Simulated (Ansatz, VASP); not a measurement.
## MgS in VASP and in Ansatz

File POSCAR:

```
MgS
1.0
    2.6536830000      2.6536830000      0.0000000000
   -2.6536830000      2.6536830000      0.0000000000
    0.0000000000      2.6536830000      2.5723523624
Mg S
1 1
Direct
    0.0000000000      0.0000000000      0.0000000000
    0.5000000000      0.5000000000      0.0000000000
```

File INCAR.step1:

```
  PREC = Accurate
  ENCUT = 520
  ISMEAR = 0
  SIGMA = 0.01
  LREAL = F
  LASPH = T
  NELM = 60
  NBANDS = 11
  GGA = PE
  ALGO = Normal
  EDIFF = 1E-4
  LWAVE = T
  LCHARG = F
```

INCAR.step2

```
  PREC = Accurate
  ENCUT = 520
  EDIFF = 1E-6
  ISMEAR = 0
  SIGMA = 0.01
  LREAL = F
  LASPH = T
  NELM = 60
  ALGO = Normal
  ISIF = 2
  LWAVE = F
  LCHARG = T
  METAGGA = R2SCAN
  LMIXTAU = T
  LELF = T
  LVHAR = T
  NBANDS = 11
  ISTART = 1
```

KPOINTS

```
regular mesh
0
Gamma
  8 8 8
```

Input for Ansatz:

```yaml
crystal:
  lattice:
    - [2.653683, 2.653683, 0.0]
    - [-2.653683, 2.653683, 0.0]
    - [0.0, 2.653683, 2.57235236241]
  atoms:
    - { symbol: Mg, position: [0.0, 0.0, 0.0] }
    - { symbol: S, position: [0.5, 0.5, 0.0] }
kpoints:
  mp_grid: { grid: [8, 8, 8] }
scf:
  occupations: { method: fixed }
  convergence: { dr2_threshold: 1.0e-10 }
hamiltonian:
  xc: r2scan
  pseudopotentials: { kind: paw }
output:
  forces: true
  stress: true
  eigenstates:
    kpoints:
      - [0.0, 0.0, 0.0]
      - [-0.5, 0.5, 0.0]
      - [-0.5, -0.5, -0.5]
      - [0.0, 0.0, -0.5]
      - [0.0, -0.5, -0.5]
      - [0.0, 0.5, 0.0]
      - [-0.5, 0.0, 0.0]
      - [-0.5, 0.0, -0.5]
  eigenvalues: true
```

Change from the starting cell: film at in-plane strain +0.02.

Alike in both runs: task single point; functional r2SCAN; k mesh 8 × 8 × 8; no spin polarisation.

```csv
,VASP,Ansatz
version,VASP 6.6.1,Ansatz 0.2.0
potentials or method,"VASP PAW PBE potentials, release 64 (Mg, S)","PAW with Ansatz's default frozen-core files, scalar-relativistic"
plane-wave cutoff (eV),520,500
occupations,"gaussian, width 0.01 eV",fixed
valence electrons in the cell,8,16
```

Ansatz gave:

- gap on the k mesh at the Fermi level (eV): 3.26
- pressure (GPa): -2.0
- traceless stress, the component that is largest in VASP (GPa): 1.99

Q: Estimate VASP's values.

A: gap on the k mesh at the Fermi level (eV): 3.23; pressure (GPa): -2.4; traceless stress, the component that is largest in VASP (GPa): 1.95.

VASP's potentials were made for PBE, not for r2SCAN. VASP's potentials hold 8 valence electrons a cell and Ansatz's 16, so a difference there can come from the potentials and not from the codes.
